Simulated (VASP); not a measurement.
## WC: single point with LDA

Crystal: WC.

```
W C
1.0
     0.00000    2.16200    2.16200
     2.16200    0.00000    2.16200
     2.16200    2.16200    0.00000
W C
1 1
Direct
  0.00000 0.00000 0.00000
  0.50000 0.50000 0.50000
```

| Quantity | Value |
| --- | --- |
| Program | VASP 6.6.1 |
| Task | single point |
| Functional | LDA |
| Potentials or basis | VASP PAW LDA potentials, release 64 (W_sv, C) |
| Cutoff | 520 eV |
| k mesh | 9 × 9 × 9 |
| Occupations | methfessel-paxton, width 0.15 eV |
| Spin | no spin polarisation |
| Dipole correction | no |
| Further INCAR settings | ALGO = Normal; EDIFF = 1e-06; NBANDS = 16 |

```yaml
Pressure: 2.4 GPa
Band_gap_on_the_k_mesh: zero (band 9 reaches 13.89 eV, above the bottom of band 10 at 10.71 eV)
```

Levels at points of the mesh, in eV from the Fermi level:
```
           k point  band 7  band 8  band 9  band 10  band 11  band 12
(0.00, 0.00, 0.00)   -2.80   -2.80   -1.01    -1.01    -1.01    -0.90
```

Wall time 8.8 s on 1 thread of Intel Xeon 8259CL, with other jobs on the host, peak memory 0.13 GiB.

Caveat: spin-orbit coupling is left out, which moves the levels of the heavy elements.
